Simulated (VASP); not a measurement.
Crystal: TlBr.

```xyz
2
Lattice="3.9452 0.0000 0.0000 0.0000 3.9452 0.0000 0.0000 0.0000 3.9452" Properties=species:S:1:pos:R:3 pbc="T T T"
Tl    0.0000    0.0000    0.0000
Br    1.9726    1.9726    1.9726
```

Base run:

| Item | Value |
| --- | --- |
| Program | VASP 6.6.1 |
| Functional | r2SCANh |
| Potentials or basis | VASP PAW PBE potentials, release 64 (Tl_d, Br) |
| Cutoff | 440 eV |
| k mesh | 4 × 4 × 4 |
| Occupations | gaussian, width 0.01 eV |
| Spin | no spin polarisation |

Its results: band gap on the k mesh 2.71 eV; pressure 1.1 GPa.

The run is repeated on the same cell with these changes: functional from r2SCANh to HF; cutoff from 440 eV to 400 eV; share of exact exchange from 0.1 to 1. What comes out?

Band gap on the k mesh 7.71 eV; pressure 6.5 GPa.

Caveats: the PAW data sets were made with another functional, which shifts forces and pressure a little; spin-orbit coupling is left out, which moves the levels of the heavy elements; the cell stands under pressure (at least some runs).

A k mesh can miss the band edges.
